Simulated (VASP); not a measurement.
# CuOF (P-6m2) in VASP: single point with PBE

Aim: the single point of CuOF with PBE.

All numbers are computed with VASP 6.6.1; they aren't measurements. Logs are shortened: lines on timing, memory, paths and dates and some standing lists are left out, and cuts for length are marked.

### Step 1. The cell of the first run

Symmetry: P-6m2, No. 187, hexagonal system. The conventional cell has a = 3.326 Å, b = 3.326 Å, c = 3.195 Å, α = 90.00°, β = 90.00°, γ = 120.00°. Cu (site symmetry -6m2) has 3 O at 1.92 Å and 6 F at 2.50 Å within 2.5 Å. O (site symmetry -6m2) has 3 Cu at 1.92 Å and 6 F at 2.50 Å within 2.5 Å. F (site symmetry -6m2) has 6 Cu at 2.50 Å and 6 O at 2.50 Å and 8 F at 3.20 to 3.33 Å within 3.4 Å.

The cell was built from a structure type or drawn by symmetry, and may not be a known phase.

### Step 2. Single point, PBE, collinear spin

File INCAR:

```
PREC = Accurate ; ENCUT = 520
EDIFF = 1E-7 ; ISMEAR = 0
SIGMA = 0.1 ; LREAL = F
LASPH = T ; NELM = 150
ALGO = Normal ; ISIF = 2
LWAVE = F ; LCHARG = F
ISPIN = 2 ; MAGMOM = 1 0 0
LORBIT = 11 ; LMAXMIX = 4
GGA = PE ; NBANDS = 23
```

File KPOINTS:

```
regular mesh
0
Gamma
  6 6 6
```

File POSCAR:

```
CuOF
1.0
    3.3263422900      0.0000000000      0.0000000000
   -1.6631711500      2.8806969300      0.0000000000
    0.0000000000      0.0000000000      3.1953145200
Cu O F
1 1 1
Direct
    0.6666666700      0.3333333300      0.5000000000
    0.3333333300      0.6666666700      0.5000000000
    0.0000000000      0.0000000000      0.0000000000
```

Potentials or basis: VASP PAW PBE potentials, release 64 (Cu, O, F).

The run is started by

```sh
$ cat potpaw_PBE.64/Cu/POTCAR potpaw_PBE.64/O/POTCAR potpaw_PBE.64/F/POTCAR > POTCAR
$ mpirun -np 1 vasp_std > vasp.out
```

OUTCAR:

```text
PREC = Accurate
   ENCUT = 520
   EDIFF = 1E-7
   ISMEAR = 0
   LREAL = F
   LASPH = T
   NELM = 150
   ISIF = 2
   ISPIN = 2
   LORBIT = 11
   GGA = PE

 ion  position               nearest neighbor table
   1  0.667  0.333  0.500-   2 1.92   2 1.92   2 1.92
   2  0.333  0.667  0.500-   1 1.92   1 1.92   1 1.92
   3  0.000  0.000  0.000-

  LATTYP: Found a hexagonal cell.
 ALAT       =     3.3263422900
 C/A-ratio  =     0.9606090539

  Lattice vectors:

 A1 = (   3.3263422900,   0.0000000000,   0.0000000000)
 A2 = (  -1.6631711500,   2.8806969300,   0.0000000000)
 A3 = (   0.0000000000,   0.0000000000,   3.1953145200)

Analysis of symmetry for initial positions (statically):
=====================================================================
 Subroutine PRICEL returns:
 Original cell was already a primitive cell.

 Routine SETGRP: Setting up the symmetry group for a
 hexagonal supercell.

 Subroutine GETGRP returns: Found 12 space group operations
 (whereof 12 operations were pure point group operations)
 out of a pool of 24 trial point group operations.

The static configuration has the point symmetry D_3h.

Analysis of symmetry for dynamics (positions and initial velocities):
=====================================================================
 Subroutine PRICEL returns:
 Original cell was already a primitive cell.

 Routine SETGRP: Setting up the symmetry group for a
 hexagonal supercell.

 Subroutine GETGRP returns: Found 12 space group operations
 (whereof 12 operations were pure point group operations)
 out of a pool of 24 trial point group operations.

The dynamic configuration has the point symmetry D_3h.

Analysis of structural, dynamic, and magnetic symmetry:
=====================================================================
 Subroutine PRICEL returns:
 Original cell was already a primitive cell.

 Routine SETGRP: Setting up the symmetry group for a
 hexagonal supercell.

 Subroutine GETGRP returns: Found 12 space group operations
 (whereof 12 operations were pure point group operations)
 out of a pool of 24 trial point group operations.

The overall configuration has the point symmetry D_3h.

 Subroutine INISYM returns: Found 12 space group operations
 (whereof 12 operations are pure point group operations),
 and found     1 'primitive' translations

----------------------------------------------------------------------------------------

                                     Primitive cell

  volume of cell :      30.6181

  direct lattice vectors                    reciprocal lattice vectors
     3.326342290  0.000000000  0.000000000     0.300630516  0.173569110  0.000000000
    -1.663171150  2.880696930  0.000000000     0.000000000  0.347138218  0.000000000
     0.000000000  0.000000000  3.195314520     0.000000000  0.000000000  0.312958237

  length of vectors
     3.326342290  3.326342297  3.195314520     0.347138219  0.347138218  0.312958237

  position of ions in fractional coordinates (direct lattice)
     0.666666670  0.333333330  0.500000000
     0.333333330  0.666666670  0.500000000
     0.000000000  0.000000000  0.000000000

  ion indices of the primitive-cell ions
   primitive index   ion index
                 1           1
                 2           2
                 3           3

----------------------------------------------------------------------------------------

 KPOINTS: regular mesh

Automatic generation of k-mesh.
 Grid dimensions read from file:
 generate k-points for:    6    6    6

 Generating k-lattice:

  Cartesian coordinates                     Fractional coordinates (reciprocal lattice)
     0.050105086  0.028928185  0.000000000     0.166666667 -0.000000000  0.000000000
     0.000000000  0.057856370  0.000000000     0.000000000  0.166666667  0.000000000
     0.000000000  0.000000000  0.052159706     0.000000000  0.000000000  0.166666667

  Length of vectors
     0.057856370  0.057856370  0.052159706

  Shift w.r.t. Gamma in fractional coordinates (k-lattice)
     0.000000000  0.000000000  0.000000000

 Subroutine IBZKPT returns following result:
 ===========================================

 Found     28 irreducible k-points:

 Following reciprocal coordinates:
            Coordinates               Weight
  0.000000  0.000000  0.000000      1.000000
  0.166667  0.000000  0.000000      6.000000
  0.333333  0.000000  0.000000      6.000000
  0.500000  0.000000  0.000000      3.000000
  0.166667  0.166667  0.000000      6.000000
  0.333333  0.166667  0.000000     12.000000
[... 16 lines left out ...]
  0.166667  0.000000  0.500000      6.000000
  0.333333  0.000000  0.500000      6.000000
 [... further k-points ...]
   k-points           NKPTS =     28   k-points in BZ     NKDIM =     28   number of bands    NBANDS=     23
   number of dos      NEDOS =    301   number of ions     NIONS =      3
   total plane-waves  NPLWV =  18816
   dimension x,y,z NGX =    28 NGY =   28 NGZ =   24
   dimension x,y,z NGXF=    56 NGYF=   56 NGZF=   48
   ions per type =               1   1   1
   NGX,Y,Z   is equivalent  to a cutoff of  13.99, 13.99, 12.49 a.u.
   NGXF,Y,Z  is equivalent  to a cutoff of  27.99, 27.99, 24.97 a.u.
 SYSTEM =  unknown system
   PREC   = accura    normal or accurate (medium, high low for compatibility)
   ISTART =      0    job   : 0-new  1-cont  2-samecut
   ICHARG =      2    charge: 1-file 2-atom 10-const
   ISPIN  =      2    spin polarized calculation?
   LNONCOLLINEAR =      F non collinear calculations
   LSORBIT =      F    spin-orbit coupling
   LASPH  =      T    aspherical Exc in radial PAW
   ENCUT  =  520.0 eV  38.22 Ry    6.18 a.u.   6.18  6.18  5.94*2*pi/ulx,y,z
   NELM   =    150;   NELMIN=  2; NELMDL= -5     # of ELM steps
   EDIFF  = 0.1E-06   stopping-criterion for ELM
   LREAL  =      F    real-space projection
   EDIFFG = 0.1E-05   stopping-criterion for IOM
   NSW    =      0    number of steps for IOM
   IBRION =     -1    ionic relax: 0-MD 1-quasi-New 2-CG
   NFREE  =      0    steps in history (QN), initial steepest desc. (CG)
   ISIF   =      2    stress and relaxation
   ISYM   =      2    0-nonsym 1-usesym 2-fastsym
   POTIM  = 0.5000    time-step for ionic-motion
   TEBEG  =    0.0;   TEEND  =   0.0 temperature during run
   PSTRESS=    0.0 pullay stress
   NELECT =      24.0000    total number of electrons
   NUPDOWN=      -1.0000    fix difference up-down
   EMIN   =  10.00;   EMAX   =-10.00  energy-range for DOS
   EFERMI =   0.00;   METHOD = LEGACY
   ISMEAR =     0;   SIGMA  =   0.10  broadening in eV -4-tet -1-fermi 0-gaus
   EFERMI_NEDOS =   21; number of points for ismear=-14 and -15
   IALGO  =     38    algorithm
   IMIX   =      4    mixing-type and parameters
     AMIX     =   0.40;   BMIX     =  1.00
     AMIX_MAG =   1.60;   BMIX_MAG =  1.00
  volume/ion in A,a.u.               =      10.21        68.87
  Fermi-wavevector in a.u.,A,eV,Ry     =   1.509452  2.852450 31.000116  2.278444
  Thomas-Fermi vector in A             =   2.619772
   LORBIT       =     11    0 simple, 1 ext, 2 COOP (PROOUT), +10 PAW based schemes
   GGA     = PE    functional components
   LHFCALC =     F    Hartree Fock is set to
   AEXX    =    0.0000 exact exchange contribution
   IVDW    =     0    specifies the selected vdW correction
   LEPSILON=     F    determine dielectric tensor
   LRPA    =     F    only Hartree local field effects (RPA)
 spin polarized calculation
 Gauss-broadening in eV      SIGMA  =   0.10
  energy-cutoff  :      520.00
  volume of cell :       30.62
 maximum number of plane-waves:       837
 NGX is ok and might be reduce to    28
   NGX = 13   NGY = 13   NGZ = 11

 number of electron      23.9999990 magnetization       1.8936332

 Free energy of the ion-electron system (eV)
  ---------------------------------------------------
  ext. energy  EPLUGINS =         0.00000000
  ---------------------------------------------------
  free energy    TOTEN  =       -11.58746216 eV

  energy without entropy =      -11.57317423  energy(sigma->0) =      -11.58031820

 E-fermi :   2.6073     XC(G=0): -11.3004

 val. band max:        2.5969448641   @ k =   0.3333   0.0000   0.5000
 cond. band min:       2.6084368898   @ k =   0.1667   0.0000   0.1667
 fundamental gap:      0.0114920257
 Fermi energy:         2.6073287218

 spin component 1

 k-point     1 :       0.0000    0.0000    0.0000
  band No.  band energies     occupation
      1     -19.2530      1.00000
      2     -15.6804      1.00000
      3      -3.1094      1.00000
      4      -3.1094      1.00000
      5      -1.5341      1.00000
      6       0.1656      1.00000
[... 15 lines left out ...]
     22      27.7460      0.00000
     23      27.7460      0.00000

 k-point     2 :       0.1667    0.0000    0.0000
  band No.  band energies     occupation
      1     -19.1599      1.00000
      2     -15.7126      1.00000
      3      -3.0539      1.00000
      4      -2.9603      1.00000
      5      -1.5737      1.00000
      6      -0.4484      1.00000
[... 15 lines left out ...]
     22      26.7326      0.00000
     23      26.9414      0.00000

 k-point     3 :       0.3333    0.0000    0.0000
  band No.  band energies     occupation
      1     -18.9649      1.00000
      2     -15.7814      1.00000
      3      -3.0142      1.00000
      4      -2.5969      1.00000
      5      -1.5768      1.00000
      6      -1.1090      1.00000
[... 15 lines left out ...]
     22      26.6190      0.00000
     23      28.2698      0.00000
[... 495 lines left out ...]
 k-point    23 :       0.1667    0.0000    0.5000
  band No.  band energies     occupation
      1     -18.8311      1.00000
      2     -15.9709      1.00000
      3      -3.2454      1.00000
      4      -2.6742      1.00000
      5      -1.7323      1.00000
      6      -0.5962      1.00000
[... 15 lines left out ...]
     22      28.1576      0.00000
     23      28.9814      0.00000

 k-point    24 :       0.3333    0.0000    0.5000
  band No.  band energies     occupation
      1     -18.7655      1.00000
      2     -15.7914      1.00000
      3      -3.6379      1.00000
      4      -2.5589      1.00000
      5      -2.2349      1.00000
      6      -0.8366      1.00000
[... 15 lines left out ...]
     22      29.4405      0.00000
     23      30.7061      0.00000

 [... further k-points ...]

 spin component 2

 k-point     1 :       0.0000    0.0000    0.0000
  band No.  band energies     occupation
      1     -18.7053      1.00000
      2     -14.2852      1.00000
      3      -2.2430      1.00000
      4      -2.2430      1.00000
      5      -0.5590      1.00000
      6       0.7178      1.00000
[... 15 lines left out ...]
     22      27.9728      0.00000
     23      27.9728      0.00000

 k-point     2 :       0.1667    0.0000    0.0000
  band No.  band energies     occupation
      1     -18.6200      1.00000
      2     -14.3015      1.00000
      3      -2.2015      1.00000
      4      -2.0977      1.00000
      5      -0.6286      1.00000
      6       0.0546      1.00000
[... 15 lines left out ...]
     22      26.9463      0.00000
     23      27.2068      0.00000

 k-point     3 :       0.3333    0.0000    0.0000
  band No.  band energies     occupation
      1     -18.4439      1.00000
      2     -14.3341      1.00000
      3      -2.2362      1.00000
      4      -1.7473      1.00000
      5      -0.6760      1.00000
      6      -0.6062      1.00000
[... 15 lines left out ...]
     22      27.0103      0.00000
     23      28.5337      0.00000
[... 495 lines left out ...]
 k-point    23 :       0.1667    0.0000    0.5000
  band No.  band energies     occupation
      1     -18.3258      1.00000
      2     -14.5322      1.00000
      3      -2.4626      1.00000
      4      -1.7457      1.00000
      5      -0.6265      1.00000
      6      -0.0649      1.00000
[... 15 lines left out ...]
     22      28.3390      0.00000
     23      29.3664      0.00000

 k-point    24 :       0.3333    0.0000    0.5000
  band No.  band energies     occupation
      1     -18.2573      1.00000
      2     -14.3162      1.00000
      3      -2.9650      1.00000
      4      -1.6117      1.00000
      5      -1.2858      1.00000
      6      -0.3203      1.00000
[... 15 lines left out ...]
     22      29.7390      0.00000
     23      30.8451      0.00000

 [... further k-points ...]

------------------------ aborting loop because EDIFF is reached ----------------------------------------

  FORCE on cell =-STRESS in cart. coord.  units (eV):
  Direction    XX          YY          ZZ          XY          YZ          ZX
  --------------------------------------------------------------------------------------
  -------------------------------------------------------------------------------------
  Total        0.0628563      0.0628563      2.1998763     -0.0000000      0.0000000      0.0000000
  in kB        3.2891310      3.2891311    115.1146833     -0.0000000      0.0000000      0.0000000
  external PRESSURE =      40.5643151 kB  Pullay stress =       0.0000000 kB

 VOLUME and BASIS-vectors are now :
 -----------------------------------------------------------------------------
  energy-cutoff  :      520.00
  volume of cell :       30.62
      direct lattice vectors                 reciprocal lattice vectors
     3.326342290  0.000000000  0.000000000     0.300630516  0.173569110  0.000000000
    -1.663171150  2.880696930  0.000000000     0.000000000  0.347138218  0.000000000
     0.000000000  0.000000000  3.195314520     0.000000000  0.000000000  0.312958237

 POSITION                                       TOTAL-FORCE (eV/Angst)
 -----------------------------------------------------------------------------------
      1.66317      0.96023      1.59766        -0.000000      0.000000      0.000000
     -0.00000      1.92046      1.59766         0.000000     -0.000000      0.000000
      0.00000      0.00000      0.00000         0.000000      0.000000      0.000000
 -----------------------------------------------------------------------------------
    total drift:                                0.000015     -0.000009      0.000000

  FREE ENERGIE OF THE ION-ELECTRON SYSTEM (eV)
  ---------------------------------------------------
  free  energy   TOTEN  =       -11.5874621632 eV

  energy  without entropy=      -11.5731742346  energy(sigma->0) =      -11.58031820

 total charge

# of ion       s       p       d       tot
------------------------------------------
    1        0.334   0.333   9.035   9.703
    2        1.595   3.264   0.000   4.859
    3        1.752   4.259   0.000   6.010
--------------------------------------------------
tot          3.681   7.856   9.035  20.572

 magnetization (x)

# of ion       s       p       d       tot
------------------------------------------
    1       -0.005   0.018   0.676   0.688
    2        0.012   0.788   0.000   0.800
    3        0.001   0.271   0.000   0.272
--------------------------------------------------
tot          0.007   1.076   0.676   1.760
```

Wall time 89 s (1 thread of Intel Xeon 8259CL, shared host); peak memory 0.18 GiB.

What came out:

```yaml
Free_energy: -11.5875 eV
Pressure: 4.1 GPa
Net_moment: 1.89 μB per cell
Site_moments: Cu +0.69; O +0.80; F +0.27 μB
Valence_electrons_inside_the_program's_atomic_spheres: Cu 9.70; O 4.86; F 6.01
```

Levels at points of the mesh, in eV from the Fermi level:
Spin up:
| k point | band 9 | band 10 | band 11 | band 12 | band 13 | band 14 | band 15 | band 16 | band 17 | band 18 |
| --- | --- | --- | --- | --- | --- | --- | --- | --- | --- | --- |
| (0.00, 0.00, 0.00) | -2.22 | -2.22 | -1.22 | 0.08 | 0.08 | 3.75 | 13.04 | 14.23 | 14.23 | 16.14 |
| (0.50, 0.00, 0.00) | -2.27 | -2.21 | -1.21 | -0.98 | -0.66 | 7.51 | 10.78 | 14.28 | 14.37 | 16.68 |
| (0.00, 0.00, 0.50) | -1.86 | -1.74 | -1.74 | 0.13 | 0.13 | 7.60 | 7.70 | 14.59 | 14.59 | 18.24 |
| (0.50, 0.00, 0.50) | -1.78 | -1.52 | -1.41 | -1.08 | -0.98 | 8.10 | 9.09 | 13.39 | 15.84 | 17.25 |
Spin down:
```tsv
k point	band 7	band 8	band 9	band 10	band 11	band 12	band 13	band 14	band 15	band 16
(0.00, 0.00, 0.00)	-1.78	-1.78	-1.56	-1.56	0.38	1.22	1.22	4.13	13.22	14.44
(0.50, 0.00, 0.00)	-2.38	-1.66	-1.60	-1.26	-0.52	0.32	0.49	7.95	11.21	14.42
(0.00, 0.00, 0.50)	-2.52	-1.98	-1.23	-1.12	-1.12	1.29	1.29	8.15	8.15	14.78
(0.50, 0.00, 0.50)	-2.38	-1.67	-0.99	-0.77	-0.51	-0.25	0.50	8.19	9.55	13.89
```

Caveat: the k points lie up to 0.36 Å⁻¹ apart; a cell with one magnetic atom can't hold antiferromagnetic order, which such compounds often take; semilocal functionals often make such compounds metallic where correlation or magnetic order opens a gap, which also shifts bond lengths.
